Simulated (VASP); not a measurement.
# TaN (P-62m) in VASP: further runs

Runs on TaN. Level: PBEsol. Tasks: single point.

All numbers are computed with VASP 6.6.1; they aren't measurements. Logs are shortened: lines on timing, memory, paths and dates and some standing lists are left out, and cuts for length are marked.

## 1. The cell of the first run

The structure is hexagonal, space group P-62m (No. 189). Conventional cell: a = 5.037 Å, b = 5.037 Å, c = 2.833 Å, α = 90.00°, β = 90.00°, γ = 120.00°. Ta (site symmetry -6) has 6 N at 2.10 Å and 5 Ta at 2.83 to 2.91 Å within 3.0 Å. Ta (site symmetry -62m) has 3 N at 2.00 Å within 2.6 Å. N (site symmetry m2m) has 5 Ta at 2.00 to 2.10 Å and 4 N at 2.68 Å within 2.7 Å.

## 2. Single point, PBEsol

Input file INCAR:

```
SYSTEM = TaN
ALGO = Normal
EDIFF = 1E-6
ENCUT = 520
GGA = PS
ISIF = 2
ISMEAR = 0
LASPH = .True.
LCHARG = .False.
LREAL = .False.
LWAVE = .False.
NBANDS = 33
NELM = 100
PREC = Accurate
SIGMA = 0.1
```

Input file KPOINTS:

```
k-points
0
Gamma
  12 12 12
  0 0 0
```

Input file POSCAR:

```
TaN
1.0
    5.0367982435      0.0000000000      0.0000000000
   -2.5183991217      4.3619952326      0.0000000000
    0.0000000000      0.0000000000      2.8329395829
Ta N
3 3
Direct
    0.3333333333      0.6666666667      0.5000000000
    0.6666666667      0.3333333333      0.5000000000
    0.0000000000      0.0000000000      0.0000000000
    0.3965673316      0.0000000000      0.0000000000
    0.6034326684      0.6034326684      0.0000000000
    0.0000000000      0.3965673316      0.0000000000
```

Potentials or basis: VASP PAW PBE potentials, release 64 (Ta_pv, N).

Run with:

```bash
$ cat potpaw_PBE.64/Ta_pv/POTCAR potpaw_PBE.64/N/POTCAR > POTCAR
$ mpirun -np 1 vasp_std > vasp.out
```

OUTCAR:

```text
SYSTEM = TaN
   EDIFF = 1E-6
   ENCUT = 520
   GGA = PS
   ISIF = 2
   ISMEAR = 0
   LASPH = .True.
   LREAL = .False.
   NELM = 100
   PREC = Accurate

 ion  position               nearest neighbor table
   1  0.333  0.667  0.500-   4 2.10   4 2.10   6 2.10   6 2.10   5 2.10   5 2.10   2 2.91   2 2.91
                             2 2.91   3 3.23   3 3.23   3 3.23   3 3.23   3 3.23   3 3.23
   2  0.667  0.333  0.500-   6 2.10   6 2.10   4 2.10   4 2.10   5 2.10   5 2.10   1 2.91   1 2.91
                             1 2.91   3 3.23   3 3.23   3 3.23   3 3.23   3 3.23   3 3.23
   3  0.000  0.000  0.000-   6 2.00   4 2.00   5 2.00   2 3.23   1 3.23   1 3.23   2 3.23   1 3.23
                             1 3.23   2 3.23   2 3.23   2 3.23   2 3.23   1 3.23   1 3.23
   4  0.397  0.000  0.000-   3 2.00   1 2.10   1 2.10   2 2.10   2 2.10
   5  0.603  0.603  0.000-   3 2.00   2 2.10   2 2.10   1 2.10   1 2.10
   6  0.000  0.397  0.000-   3 2.00   2 2.10   2 2.10   1 2.10   1 2.10

  LATTYP: Found a hexagonal cell.
 ALAT       =     5.0367982435
 C/A-ratio  =     0.5624484933

  Lattice vectors:

 A1 = (   5.0367982435,   0.0000000000,   0.0000000000)
 A2 = (  -2.5183991217,   4.3619952326,   0.0000000000)
 A3 = (   0.0000000000,   0.0000000000,   2.8329395829)

Analysis of symmetry for initial positions (statically):
=====================================================================
 Subroutine PRICEL returns:
 Original cell was already a primitive cell.

 Routine SETGRP: Setting up the symmetry group for a
 hexagonal supercell.

 Subroutine GETGRP returns: Found 12 space group operations
 (whereof 12 operations were pure point group operations)
 out of a pool of 24 trial point group operations.

The static configuration has the point symmetry D_3h.

Analysis of symmetry for dynamics (positions and initial velocities):
=====================================================================
 Subroutine PRICEL returns:
 Original cell was already a primitive cell.

 Routine SETGRP: Setting up the symmetry group for a
 hexagonal supercell.

 Subroutine GETGRP returns: Found 12 space group operations
 (whereof 12 operations were pure point group operations)
 out of a pool of 24 trial point group operations.

The dynamic configuration has the point symmetry D_3h.

 Subroutine INISYM returns: Found 12 space group operations
 (whereof 12 operations are pure point group operations),
 and found     1 'primitive' translations

----------------------------------------------------------------------------------------

                                     Primitive cell

  volume of cell :      62.2411

  direct lattice vectors                    reciprocal lattice vectors
     5.036798243  0.000000000  0.000000000     0.198538824  0.114626443  0.000000000
    -2.518399122  4.361995233  0.000000000     0.000000000  0.229252887  0.000000000
     0.000000000  0.000000000  2.832939583     0.000000000  0.000000000  0.352990232

  length of vectors
     5.036798243  5.036798243  2.832939583     0.229252887  0.229252887  0.352990232

  position of ions in fractional coordinates (direct lattice)
     0.333333333  0.666666667  0.500000000
     0.666666667  0.333333333  0.500000000
     0.000000000  0.000000000  0.000000000
     0.396567332  0.000000000  0.000000000
     0.603432668  0.603432668  0.000000000
     0.000000000  0.396567332  0.000000000

  ion indices of the primitive-cell ions
   primitive index   ion index
                 1           1
                 2           2
                 3           3
                 4           4
                 5           5
                 6           6

----------------------------------------------------------------------------------------

 KPOINTS: k-points

Automatic generation of k-mesh.
 Grid dimensions read from file:
 generate k-points for:   12   12   12

 Generating k-lattice:

  Cartesian coordinates                     Fractional coordinates (reciprocal lattice)
     0.016544902  0.009552204  0.000000000     0.083333333  0.000000000  0.000000000
     0.000000000  0.019104407  0.000000000     0.000000000  0.083333333  0.000000000
     0.000000000  0.000000000  0.029415853     0.000000000  0.000000000  0.083333333

  Length of vectors
     0.019104407  0.019104407  0.029415853

  Shift w.r.t. Gamma in fractional coordinates (k-lattice)
     0.000000000  0.000000000  0.000000000

 Subroutine IBZKPT returns following result:
 ===========================================

 Found    133 irreducible k-points:

 Following reciprocal coordinates:
            Coordinates               Weight
  0.000000  0.000000  0.000000      1.000000
  0.083333  0.000000  0.000000      6.000000
  0.166667  0.000000  0.000000      6.000000
  0.250000 -0.000000  0.000000      6.000000
  0.333333 -0.000000  0.000000      6.000000
  0.416667  0.000000  0.000000      6.000000
[... 16 lines left out ...]
  0.250000 -0.000000  0.083333     12.000000
  0.333333 -0.000000  0.083333     12.000000
 [... further k-points ...]
   k-points           NKPTS =    133   k-points in BZ     NKDIM =    133   number of bands    NBANDS=     33
   number of dos      NEDOS =    301   number of ions     NIONS =      6
   total plane-waves  NPLWV =  38400
   dimension x,y,z NGX =    40 NGY =   40 NGZ =   24
   dimension x,y,z NGXF=    80 NGYF=   80 NGZF=   48
   ions per type =               3   3
   NGX,Y,Z   is equivalent  to a cutoff of  13.20, 13.20, 14.08 a.u.
   NGXF,Y,Z  is equivalent  to a cutoff of  26.41, 26.41, 28.17 a.u.
 SYSTEM =  TaN
   PREC   = accura    normal or accurate (medium, high low for compatibility)
   ISTART =      0    job   : 0-new  1-cont  2-samecut
   ICHARG =      2    charge: 1-file 2-atom 10-const
   ISPIN  =      1    spin polarized calculation?
   LNONCOLLINEAR =      F non collinear calculations
   LSORBIT =      F    spin-orbit coupling
   LASPH  =      T    aspherical Exc in radial PAW
   ENCUT  =  520.0 eV  38.22 Ry    6.18 a.u.   9.37  9.37  5.27*2*pi/ulx,y,z
   NELM   =    100;   NELMIN=  2; NELMDL= -5     # of ELM steps
   EDIFF  = 0.1E-05   stopping-criterion for ELM
   LREAL  =      F    real-space projection
   EDIFFG = 0.1E-04   stopping-criterion for IOM
   NSW    =      0    number of steps for IOM
   IBRION =     -1    ionic relax: 0-MD 1-quasi-New 2-CG
   NFREE  =      0    steps in history (QN), initial steepest desc. (CG)
   ISIF   =      2    stress and relaxation
   ISYM   =      2    0-nonsym 1-usesym 2-fastsym
   POTIM  = 0.5000    time-step for ionic-motion
   TEBEG  =    0.0;   TEEND  =   0.0 temperature during run
   PSTRESS=    0.0 pullay stress
   NELECT =      48.0000    total number of electrons
   NUPDOWN=      -1.0000    fix difference up-down
   EMIN   =  10.00;   EMAX   =-10.00  energy-range for DOS
   EFERMI =   0.00;   METHOD = LEGACY
   ISMEAR =     0;   SIGMA  =   0.10  broadening in eV -4-tet -1-fermi 0-gaus
   EFERMI_NEDOS =   21; number of points for ismear=-14 and -15
   IALGO  =     38    algorithm
   IMIX   =      4    mixing-type and parameters
     AMIX     =   0.40;   BMIX     =  1.00
     AMIX_MAG =   1.60;   BMIX_MAG =  1.00
  volume/ion in A,a.u.               =      10.37        70.00
  Fermi-wavevector in a.u.,A,eV,Ry     =   1.501284  2.837016 30.665546  2.253854
  Thomas-Fermi vector in A             =   2.612675
   LORBIT       =      0    0 simple, 1 ext, 2 COOP (PROOUT), +10 PAW based schemes
   GGA     = PS    functional components
   LHFCALC =     F    Hartree Fock is set to
   AEXX    =    0.0000 exact exchange contribution
   IVDW    =     0    specifies the selected vdW correction
   LEPSILON=     F    determine dielectric tensor
   LRPA    =     F    only Hartree local field effects (RPA)
 non-spin polarized calculation
 Gauss-broadening in eV      SIGMA  =   0.10
  energy-cutoff  :      520.00
  volume of cell :       62.24
 maximum number of plane-waves:      1696
 NGX is ok and might be reduce to    40
   NGX = 19   NGY = 19   NGZ = 11

 number of electron      48.0000000 magnetization

 Free energy of the ion-electron system (eV)
  ---------------------------------------------------
  ext. energy  EPLUGINS =         0.00000000
  ---------------------------------------------------
  free energy    TOTEN  =       -70.97094555 eV

  energy without entropy =      -70.96886794  energy(sigma->0) =      -70.96990675

 E-fermi :   9.2564     XC(G=0): -13.6487

 val. band max:        9.2484428654   @ k =   0.2500  -0.0000   0.1667
 cond. band min:       9.2830690606   @ k =   0.2500  -0.0000   0.4167
 fundamental gap:      0.0346261953
 Fermi energy:         9.2564221977

 k-point     1 :       0.0000    0.0000    0.0000
  band No.  band energies     occupation
      1     -27.0360      2.00000
      2     -27.0360      2.00000
      3     -26.5906      2.00000
      4     -26.5906      2.00000
      5     -26.3201      2.00000
      6     -26.1594      2.00000
[... 25 lines left out ...]
     32      12.7527      0.00000
     33      12.7527      0.00000

 k-point     2 :       0.0833    0.0000    0.0000
  band No.  band energies     occupation
      1     -27.0469      2.00000
      2     -27.0366      2.00000
      3     -26.5755      2.00000
      4     -26.5746      2.00000
      5     -26.3175      2.00000
      6     -26.1618      2.00000
[... 25 lines left out ...]
     32      12.7228      0.00000
     33      12.8133      0.00000

 k-point     3 :       0.1667    0.0000    0.0000
  band No.  band energies     occupation
      1     -27.0740      2.00000
      2     -27.0321      2.00000
      3     -26.5388      2.00000
      4     -26.5361      2.00000
      5     -26.3099      2.00000
      6     -26.1687      2.00000
[... 25 lines left out ...]
     32      12.8031      0.00000
     33      12.9802      0.00000

 k-point     4 :       0.2500   -0.0000    0.0000
  band No.  band energies     occupation
      1     -27.1064      2.00000
      2     -27.0119      2.00000
      3     -26.5143      2.00000
      4     -26.4857      2.00000
      5     -26.2982      2.00000
      6     -26.2006      2.00000
[... 25 lines left out ...]
     32      13.2169      0.00000
     33      13.4269      0.00000

 k-point     5 :       0.3333   -0.0000    0.0000
  band No.  band energies     occupation
      1     -27.1351      2.00000
      2     -26.9710      2.00000
      3     -26.5400      2.00000
      4     -26.4355      2.00000
      5     -26.2839      2.00000
      6     -26.2222      2.00000
[... 604 lines left out ...]
 k-point    22 :       0.1667    0.0000    0.0833
  band No.  band energies     occupation
      1     -27.0584      2.00000
      2     -27.0170      2.00000
      3     -26.5269      2.00000
      4     -26.5229      2.00000
      5     -26.3982      2.00000
      6     -26.2438      2.00000
[... 25 lines left out ...]
     32      12.9030      0.00000
     33      12.9796      0.00000

 k-point    23 :       0.2500   -0.0000    0.0833
  band No.  band energies     occupation
      1     -27.0897      2.00000
      2     -26.9969      2.00000
      3     -26.5042      2.00000
      4     -26.4740      2.00000
      5     -26.3935      2.00000
      6     -26.2560      2.00000
[... 25 lines left out ...]
     32      13.1929      0.00000
     33      13.5288      0.00000

 k-point    24 :       0.3333   -0.0000    0.0833
  band No.  band energies     occupation
      1     -27.1175      2.00000
      2     -26.9570      2.00000
      3     -26.5322      2.00000
      4     -26.4252      2.00000
      5     -26.3832      2.00000
      6     -26.2708      2.00000
[... 25 lines left out ...]
     32      13.3374      0.00000
     33      13.5266      0.00000

 [... further k-points ...]

------------------------ aborting loop because EDIFF is reached ----------------------------------------

  FORCE on cell =-STRESS in cart. coord.  units (eV):
  Direction    XX          YY          ZZ          XY          YZ          ZX
  --------------------------------------------------------------------------------------
  -------------------------------------------------------------------------------------
  Total       12.2290967     12.2290967     12.1804596      0.0000000      0.0000000      0.0000000
  in kB      314.7950598    314.7950598    313.5430695      0.0000000      0.0000000      0.0000000
  external PRESSURE =     314.3777297 kB  Pullay stress =       0.0000000 kB

 VOLUME and BASIS-vectors are now :
 -----------------------------------------------------------------------------
  energy-cutoff  :      520.00
  volume of cell :       62.24
      direct lattice vectors                 reciprocal lattice vectors
     5.036798243  0.000000000  0.000000000     0.198538824  0.114626443  0.000000000
    -2.518399122  4.361995233  0.000000000     0.000000000  0.229252887  0.000000000
     0.000000000  0.000000000  2.832939583     0.000000000  0.000000000  0.352990232

 POSITION                                       TOTAL-FORCE (eV/Angst)
 -----------------------------------------------------------------------------------
     -0.00000      2.90800      1.41647        -0.000000     -0.000000      0.000000
      2.51840      1.45400      1.41647        -0.000000      0.000000      0.000000
      0.00000      0.00000      0.00000        -0.000000      0.000000      0.000000
      1.99743      0.00000      0.00000         0.018509     -0.000000     -0.000000
      1.51968      2.63217      0.00000        -0.009255     -0.016029      0.000000
     -0.99871      1.72982      0.00000        -0.009255      0.016029     -0.000000
 -----------------------------------------------------------------------------------
    total drift:                               -0.000000     -0.000000     -0.000000

  FREE ENERGIE OF THE ION-ELECTRON SYSTEM (eV)
  ---------------------------------------------------
  free  energy   TOTEN  =       -70.9709455508 eV

  energy  without entropy=      -70.9688679423  energy(sigma->0) =      -70.96990675
```

Wall time 1.8 min (1 thread of Intel Xeon 6975P-C (Granite Rapids), shared host); peak memory 0.34 GiB.

What came out:

```
Free energy            : -70.9709 eV
Pressure               : 31.4 GPa
Largest force          : 0.019 eV/Å
Band gap on the k mesh : zero (bands 24 and 25 overlap by 3.57 eV)
```

Forces on the atoms (eV/Å):
```
Ta   0.000  0.000  0.000
Ta   0.000  0.000  0.000
Ta   0.000  0.000  0.000
N    0.019  0.000  0.000
N   -0.009 -0.016  0.000
N   -0.009  0.016  0.000
```

Stress tensor (GPa, compression positive):
```
31.48  0.00  0.00
 0.00 31.48  0.00
 0.00  0.00 31.35
```

Levels at points of the mesh, in eV from the Fermi level:
```
           k point  band 20  band 21  band 22  band 23  band 24  band 25  band 26  band 27  band 28  band 29
(0.00, 0.00, 0.00)    -5.40    -4.62    -3.57    -2.11    -1.12    -1.12     0.46     0.46     2.09     2.09
(0.50, 0.00, 0.00)    -5.07    -4.29    -4.22    -3.08    -2.93     1.33     1.90     2.00     2.54     2.60
(0.00, 0.00, 0.50)    -4.82    -4.52    -3.32    -3.32     2.05     2.11     2.11     2.33     2.33     3.63
(0.50, 0.00, 0.50)    -5.00    -4.33    -3.72    -2.21    -1.21     0.48     1.48     3.61     3.62     3.72
```

Caveat: the cell stands under pressure; the PAW data sets were made with another functional, which shifts forces and pressure a little; spin-orbit coupling is left out, which moves the levels of the heavy elements.

## 3. Single point, PBEsol

This run uses another cell than the first one, of 10.75 Å³/atom.

Input file INCAR:

```
SYSTEM = TaN
ALGO = Normal ; EDIFF = 1E-7
ENCUT = 520 ; GGA = PS
ISIF = 2 ; ISMEAR = 0
LASPH = .TRUE. ; LCHARG = .FALSE.
LREAL = .FALSE. ; LWAVE = .FALSE.
NBANDS = 33 ; NELM = 60
PREC = Accurate ; SIGMA = 0.1
```

Input file KPOINTS:

```
k-points
0
G
  12 12 12
  0 0 0
```

Input file POSCAR:

```
TaN
1.0
    5.1019705329      0.0000000000      0.0000000000
   -2.5509852664      4.4184360909      0.0000000000
    0.0000000000      0.0000000000      2.8614480680
Ta N
3 3
Direct
    0.3333333333      0.6666666667      0.5000000000
    0.6666666667      0.3333333333      0.5000000000
    0.0000000000      0.0000000000      0.0000000000
    0.3951268856      0.0000000000      0.0000000000
    0.6048731144      0.6048731144      0.0000000000
    0.0000000000      0.3951268856      0.0000000000
```

Potentials or basis: VASP PAW PBE potentials, release 64 (Ta_pv, N).

Run with:

```bash
$ cat potpaw_PBE.64/Ta_pv/POTCAR potpaw_PBE.64/N/POTCAR > POTCAR
$ mpirun -np 1 vasp_std > vasp.out
```

Run time: 1.9 min. Hardware: 1 thread of Intel Xeon 6975P-C (Granite Rapids), shared host; peak memory 0.34 GiB.

It converged, with:

| Quantity | Value |
| --- | --- |
| Free energy | -71.3059 eV |
| Pressure | 16.2 GPa |
| Largest force | 0.014 eV/Å |
| Band gap on the k mesh | zero (bands 24 and 25 overlap by 3.43 eV) |

Forces in eV/Å, atoms in the order of the input:
```
Ta   0.000  0.000  0.000
Ta   0.000  0.000  0.000
Ta   0.000  0.000  0.000
N    0.014  0.000  0.000
N   -0.007 -0.012  0.000
N   -0.007  0.012  0.000
```

Stress tensor (GPa, compression positive):
```
16.20  0.00  0.00
 0.00 16.20  0.00
 0.00  0.00 16.09
```

Levels at points of the mesh, in eV from the Fermi level:
```
           k point  band 21  band 22  band 23  band 24  band 25  band 26  band 27  band 28
(0.00, 0.00, 0.00)    -4.50    -3.50    -2.08    -1.07    -1.07     0.48     0.48     1.95
(0.50, 0.00, 0.00)    -4.15    -4.13    -3.03    -2.85     1.25     1.82     1.93     2.46
(0.00, 0.00, 0.50)    -4.48    -3.17    -3.17     1.99     1.99     2.02     2.24     2.24
(0.50, 0.00, 0.50)    -4.24    -3.57    -2.14    -1.15     0.45     1.39     3.43     3.44
```

Caveat: the cell stands under pressure; the PAW data sets were made with another functional, which shifts forces and pressure a little; spin-orbit coupling is left out, which moves the levels of the heavy elements.

The gap in the log of VASP goes by the Fermi energy; the results here count the filled bands.